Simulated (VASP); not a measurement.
# Eu (Fm-3m) in VASP: further runs, part 2 of 2

VASP 6.6.1.

## Step 5: Single point, PBE+U, collinear spin, ferromagnetic start

File INCAR:

```
PREC = Accurate
ENCUT = 520
EDIFF = 1E-7
ISMEAR = -1
SIGMA = 0.08
LREAL = F
LASPH = T
NELM = 150
ALGO = Normal
ISIF = 2
LWAVE = F
LCHARG = F
ISPIN = 2
MAGMOM = 7
LORBIT = 11
LMAXMIX = 6
LDAU = T
LDAUTYPE = 2
LDAUL = 3
LDAUU = 8
LDAUJ = 0
LDAUPRINT = 1
GGA = PE
NBANDS = 18
```

File KPOINTS:

```
Automatic mesh
0
Gamma
  9 9 9
```

File POSCAR:

```
Eu
1.0
    0.0000000000      2.7893026914      2.7893026914
    2.7893026914      0.0000000000      2.7893026914
    2.7893026914      2.7893026914      0.0000000000
Eu
1
Direct
    0.0000000000      0.0000000000      0.0000000000
```

Launch:

```console
cat potpaw_PBE.64/Eu/POTCAR > POTCAR
mpirun -np 1 vasp_std > vasp.out
```

It took 61 s on 1 thread of Intel Xeon Platinum 8488C (Sapphire Rapids), shared host; peak memory 0.22 GiB.

It converged, with:

| Item | Value |
| --- | --- |
| Free energy | -10.5920 eV |
| Pressure | 1.9 GPa |
| Net moment | 7.42 μB per cell |
| Site moments | Eu +6.85 μB |
| Valence electrons inside the program's atomic spheres | Eu 14.90 |

Levels at points of the mesh, in eV from the Fermi level:
Spin up:
```
           k point  band 9  band 10  band 11  band 12  band 13  band 14  band 15  band 16
(0.00, 0.00, 0.00)   -2.58    -2.47    -2.47    -2.47     2.06     2.06     2.06     3.96
```
Spin down:
```csv
k point,band 3,band 4,band 5,band 6,band 7,band 8
"(0.00, 0.00, 0.00)",-17.09,-17.09,-3.51,3.05,3.05,3.05
```

Eigenvalues of the final occupation matrices:
```
    site  spin  trace                         eigenvalues
site 1 f     1   6.85  0.98 0.98 0.98 0.98 0.98 0.98 0.98
site 1 f     2   0.00  0.00 0.00 0.00 0.00 0.00 0.00 0.00
```

Caveat: spin-orbit coupling is left out, which moves the levels of the heavy elements. The state reached can hang on the start; a lower one may exist.

## Step 6: Single point, PBE+U, collinear spin, ferromagnetic start

INCAR, as its differences from that of step 5:

```diff
@@ -19,3 +19,3 @@
 LDAUL = 3
-LDAUU = 8
+LDAUU = 6
 LDAUJ = 0
```

File KPOINTS:

```
regular mesh
0
Gamma
  9 9 9
```

POSCAR is that of step 5.

Potentials or basis: VASP PAW PBE potentials, release 64 (Eu).

Launch:

```console
cat potpaw_PBE.64/Eu/POTCAR > POTCAR
mpirun -np 1 vasp_std > vasp.out
```

It took 55 s on 1 thread of Intel Xeon Platinum 8488C (Sapphire Rapids), shared host; peak memory 0.22 GiB.

The run converged. Its results:

```
Free energy                                           : -10.7526 eV
Pressure                                              : 1.5 GPa
Net moment                                            : 7.43 μB per cell
Site moments                                          : Eu +6.83 μB
Valence electrons inside the program's atomic spheres : Eu 14.88
```

Levels at points of the mesh, in eV from the Fermi level:
Spin up:
```csv
k point,band 8,band 9,band 10,band 11,band 12,band 13,band 14,band 15,band 16,band 17
"(0.00, 0.00, 0.00)",-1.84,-1.84,-1.73,-1.73,-1.73,2.03,2.03,2.03,3.93,3.93
```
Spin down:
```
           k point  band 1  band 2  band 3  band 4  band 5  band 6  band 7  band 8  band 9  band 10
(0.00, 0.00, 0.00)  -37.61  -17.17  -17.17  -17.17   -3.49    3.04    3.04    3.04    5.07     5.07
```

Eigenvalues of the final occupation matrices:
```csv
site,spin,trace,eigenvalues
site 1 f,1,6.82,0.97 0.97 0.97 0.97 0.98 0.98 0.98
site 1 f,2,0.00,0.00 0.00 0.00 0.00 0.00 0.00 0.00
```

Caveat: spin-orbit coupling is left out, which moves the levels of the heavy elements. The state reached can hang on the start; a lower one may exist.

## Step 7: Single point, PBE+U, collinear spin, ferromagnetic start

POSCAR is that of step 6.

File INCAR.step1:

```
  ALGO = Normal
  EDIFF = 1E-7
  ENCUT = 520
  GGA = PE
  ISIF = 2
  ISMEAR = -1
  ISPIN = 2
  LASPH = True
  LCHARG = True
  LDAU = True
  LDAUJ = 0
  LDAUL = 3
  LDAUPRINT = 1
  LDAUTYPE = 2
  LDAUU = 6
  LMAXMIX = 6
  LREAL = False
  LWAVE = False
  MAGMOM = 7
  NBANDS = 18
  NELM = 150
  PREC = Accurate
  SIGMA = 0.08
```

File KPOINTS.step1:

```
k-points
0
Gamma
  9 9 9
```

File INCAR.step2:

```
  ALGO = Normal
  EDIFF = 1E-7
  ENCUT = 520
  GGA = PE
  ICHARG = 11
  ISIF = 2
  ISMEAR = -5
  ISPIN = 2
  LASPH = True
  LCHARG = False
  LDAU = True
  LDAUJ = 0
  LDAUL = 3
  LDAUPRINT = 1
  LDAUTYPE = 2
  LDAUU = 6
  LMAXMIX = 6
  LORBIT = 11
  LREAL = False
  LWAVE = False
  MAGMOM = 7
  NEDOS = 1001
  NELM = 150
  PREC = Accurate
  SIGMA = 0.08
```

File KPOINTS.step2:

```
k-points
0
Gamma
  14 14 14
```

Launch:

```console
cat potpaw_PBE.64/Eu/POTCAR > POTCAR
cp INCAR.step1 INCAR
cp KPOINTS.step1 KPOINTS
mpirun -np 1 vasp_std > vasp.out
cp INCAR.step2 INCAR
cp KPOINTS.step2 KPOINTS
mpirun -np 1 vasp_std > vasp.out
```

Wall time 2.6 min (1 thread of Intel Xeon Platinum 8488C (Sapphire Rapids), shared host); peak memory 0.27 GiB.

Results (log left out):

| Item | Value |
| --- | --- |
| Net moment | 7.43 μB per cell |
| Site moments | Eu +6.83 μB |
| Valence electrons inside the program's atomic spheres | Eu 14.88 |

Levels at points of the mesh, in eV from the Fermi level:
Spin up:
| k point | band 8 | band 9 | band 10 | band 11 | band 12 | band 13 | band 14 | band 15 | band 16 |
| --- | --- | --- | --- | --- | --- | --- | --- | --- | --- |
| (0.00, 0.00, 0.00) | -1.87 | -1.87 | -1.76 | -1.76 | -1.76 | 2.00 | 2.00 | 2.00 | 3.89 |
| (0.50, 0.00, 0.00) | -1.79 | -1.78 | -1.78 | -1.76 | -1.67 | 0.60 | 1.82 | 1.82 | 5.29 |
| (0.50, 0.50, 0.00) | -1.84 | -1.79 | -1.79 | -1.75 | -1.33 | -0.43 | 1.86 | 5.31 | 5.70 |
Spin down:
```csv
k point,band 3,band 4,band 5,band 6,band 7,band 8
"(0.00, 0.00, 0.00)",-17.21,-17.21,-3.52,3.00,3.00,3.00
"(0.50, 0.00, 0.00)",-17.28,-17.28,-0.86,1.39,2.77,2.77
"(0.50, 0.50, 0.00)",-17.40,-17.40,-0.64,0.44,2.73,6.60
```

Eigenvalues of the final occupation matrices:
```csv
site,spin,trace,eigenvalues
site 1 f,1,6.82,0.97 0.97 0.97 0.97 0.98 0.98 0.98
site 1 f,2,0.00,0.00 0.00 0.00 0.00 0.00 0.00 0.00
```

Caveat: spin-orbit coupling is left out, which moves the levels of the heavy elements; tetrahedron occupations give inexact forces and stress in metals.

## Step 8: Overview

| U | k mesh for the DOS | occupations for the DOS | gap on the mesh (eV) | pressure (GPa) | moment (μB) |
| --- | --- | --- | --- | --- | --- |
| Eu f U = 3.0 eV | - | - | none | 0.5 | 7.46 |
| Eu f U = 6.0 eV | - | - | none | 1.5 | 7.43 |
| Eu f U = 8.0 eV | - | - | none | 1.9 | 7.42 |
| Eu f U = 6.0 eV | 14 × 14 × 14 | tetrahedron | - | - | 7.43 |

Alike in all rows: task single point; level PBE+U; potentials or basis VASP PAW PBE potentials, release 64 (Eu); spin collinear, ferromagnetic start; cell as given; k mesh 9 × 9 × 9; cutoff (eV) 520; smearing fermi-dirac 0.08 eV.

Caveats: spin-orbit coupling is left out, which moves the levels of the heavy elements; tetrahedron occupations give inexact forces and stress in metals (at least some runs).

Total energies depend on the potentials used, so only differences within one code and one set of settings carry meaning.
